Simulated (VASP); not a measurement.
The system is CoSi.

```
Co Si
1.0
     4.43800    0.00000    0.00000
     0.00000    4.43800    0.00000
     0.00000    0.00000    4.43800
Co Si
4 4
Direct
  0.14000 0.14000 0.14000
  0.36000 0.86000 0.64000
  0.64000 0.36000 0.86000
  0.86000 0.64000 0.36000
  0.84300 0.84300 0.84300
  0.65700 0.15700 0.34300
  0.34300 0.65700 0.15700
  0.15700 0.34300 0.65700
```

```yaml
Program: VASP 6.6.1
Task: relaxation of cell and atoms
Functional: PBE
Potentials_or_basis: VASP PAW PBE potentials, release 64 (Co, Si)
Cutoff: 600 eV
k_mesh: 8 × 8 × 8
Occupations: gaussian, width 0.1 eV
Spin: no spin polarisation
```

At the start: pressure -0.4 GPa; volume 10.93 Å³/atom.

Task: How do energy, volume and symmetry change on relaxing?

Result: Over 7 steps the energy falls by 2.8 meV/atom and the volume is 10.86 Å³/atom (-0.6 %); space group P2_13 (No. 198, to 0.05 Å).

Step by step:
| step | energy change (eV) | largest force (eV/Å) | pressure (GPa) | volume (Å³) |
| --- | --- | --- | --- | --- |
| 1 | 0.0000 | 0.2713 | -0.42 | 87.41 |
| 2 | -0.0123 | 0.1874 | 0.18 | 87.05 |
| 3 | -0.0190 | 0.0841 | 1.22 | 86.51 |
| 4 | -0.0178 | 0.0776 | -1.57 | 87.51 |
| 5 | -0.0217 | 0.0591 | -0.06 | 86.95 |
| 6 | -0.0222 | 0.0154 | 0.02 | 86.91 |
| 7 | -0.0222 | 0.0028 | 0.01 | 86.90 |

Final structure:
```
CELL_PARAMETERS angstrom
4.42939 0.00000 0.00000
0.00000 4.42939 0.00000
0.00000 0.00000 4.42939
ATOMIC_POSITIONS crystal
Co 0.14512 0.14512 0.14512
Co 0.35488 0.85488 0.64512
Co 0.64512 0.35488 0.85488
Co 0.85488 0.64512 0.35488
Si 0.84319 0.84319 0.84319
Si 0.65681 0.15681 0.34319
Si 0.34319 0.65681 0.15681
Si 0.15681 0.34319 0.65681
```
